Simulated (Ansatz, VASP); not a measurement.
One calculation of LiF, two programs

```
Li F
1.0
    -1.84554    1.84554    4.42932
     1.84554   -1.84554    4.42932
     1.84554    1.84554   -4.42932
Li F
2 2
Direct
  0.75000 0.25000 0.50000
  0.25000 0.75000 0.50000
  0.29933 0.29933 0.00000
  0.70067 0.70067 0.00000
```

Alike in both runs: task relaxation of cell and atoms; functional PBE; k mesh 10 × 10 × 10; occupations gaussian, width 0.02 eV; no spin polarisation.

```csv
,VASP,Ansatz
version,VASP 6.6.1,Ansatz 0.2.0
potentials or method,"VASP PAW PBE potentials, release 64 (Li_sv, F), cutoff 600 eV","scalar-relativistic, plane waves, PAW"
valence electrons in the cell,20,20
```

|  | VASP | Ansatz | Ansatz less VASP |
| --- | --- | --- | --- |
| gap on the k mesh at the Fermi level, each at its own relaxed structure (eV) | 6.46 | 6.48 | +0.018 |
| relaxed volume (Å³/atom) | 15.05 | 17.17 | +2.118 |
| relaxed cell length with the largest relative difference (Å) | 5.139 | 5.698 | +0.5591 |

One of these differences is far larger than is usual between the two programs; its cause wasn't traced.

Noted on VASP's run: the cutoff is short for stress, so the pressure is rough.
